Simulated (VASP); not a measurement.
## Na2B5: single point with PBE

Na2B5:

```
CELL_PARAMETERS angstrom
4.63472 0.00000 0.00000
0.00000 4.63472 0.00000
0.00000 0.00000 7.60819
ATOMIC_POSITIONS crystal
Na 0.50000 0.50000 0.21060
Na 0.50000 0.50000 0.78940
B 0.33330 0.00000 0.00000
B 0.66670 0.00000 0.00000
B 0.00000 0.33330 0.00000
B 0.00000 0.66670 0.00000
B 0.00000 0.00000 0.00000
```

```json
{
  "Program": "VASP 6.6.1",
  "Task": "single point",
  "Functional": "PBE",
  "Potentials or basis": "VASP PAW PBE potentials, release 64 (Na_pv, B)",
  "Cutoff": "520 eV",
  "k mesh": "8 × 8 × 6",
  "Occupations": "gaussian, width 0.1 eV",
  "Spin": "no spin polarisation"
}
```

- Pressure: 0.0 GPa
- Largest force: 0.010 eV/Å

Forces on the atoms (eV/Å):
```
Na   0.000  0.000  0.004
Na   0.000  0.000 -0.004
B    0.010  0.000  0.000
B   -0.010  0.000  0.000
B    0.000  0.010  0.000
B    0.000 -0.010  0.000
B    0.000  0.000  0.000
```

Levels at points of the mesh, in eV from the Fermi level:
| k point | band 12 | band 13 | band 14 | band 15 | band 16 | band 17 | band 18 | band 19 |
| --- | --- | --- | --- | --- | --- | --- | --- | --- |
| (0.00, 0.00, 0.00) | -4.70 | -0.44 | 0.12 | 0.27 | 0.57 | 0.57 | 2.70 | 2.92 |
| (0.50, 0.00, 0.00) | -3.87 | -2.78 | -1.88 | -0.41 | 1.03 | 1.69 | 2.18 | 3.19 |
| (0.50, 0.50, 0.00) | -4.78 | -2.74 | -1.58 | -1.58 | 2.27 | 2.91 | 3.00 | 3.00 |
| (0.00, 0.00, 0.50) | -4.75 | 0.06 | 0.12 | 0.26 | 0.57 | 0.57 | 1.94 | 2.86 |
| (0.50, 0.00, 0.50) | -3.89 | -2.78 | -1.99 | -0.34 | 1.49 | 1.97 | 2.60 | 3.17 |
| (0.50, 0.50, 0.50) | -4.78 | -2.75 | -1.62 | -1.62 | 1.88 | 2.91 | 3.63 | 3.73 |

Wall time 2.2 min on 1 thread of Intel(R) Xeon(R) Platinum 8488C (Sapphire Rapids) (shared host), peak memory 0.37 GiB.
